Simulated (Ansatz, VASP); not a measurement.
## One calculation of Pt, two programs

```xyz
1
Lattice="0.0000 1.9852 1.9852 1.9852 0.0000 1.9852 1.9852 1.9852 0.0000" Properties=species:S:1:pos:R:3 pbc="T T T"
Pt    0.0000    0.0000    0.0000
```

Alike in both runs: functional PBE; k mesh 18 × 18 × 18; occupations fermi-dirac, width 0.05 eV; no spin polarisation.

Ansatz relaxed the structure, and its values are those at the end. VASP's run is a single point on that final structure, the one shown.

|  | VASP | Ansatz |
| --- | --- | --- |
| version | VASP 6.6.1 | Ansatz 0.2.0 |
| potentials or method | VASP PAW PBE potentials, release 64 (Pt) | PAW with Ansatz's default frozen-core files, scalar-relativistic |
| plane-wave cutoff (eV) | 520 | 420 |
| valence electrons in the cell | 10 | 18 |

|  | VASP | Ansatz | Ansatz less VASP |
| --- | --- | --- | --- |
| pressure (GPa) | -0.5 | 0.0 | +0.48 |

The functional is the same, so the differences come from potentials, cutoffs and numerics. VASP's potentials hold 10 valence electrons a cell and Ansatz's 18, so a difference there can come from the potentials and not from the codes.

Neither program's run includes spin-orbit coupling.
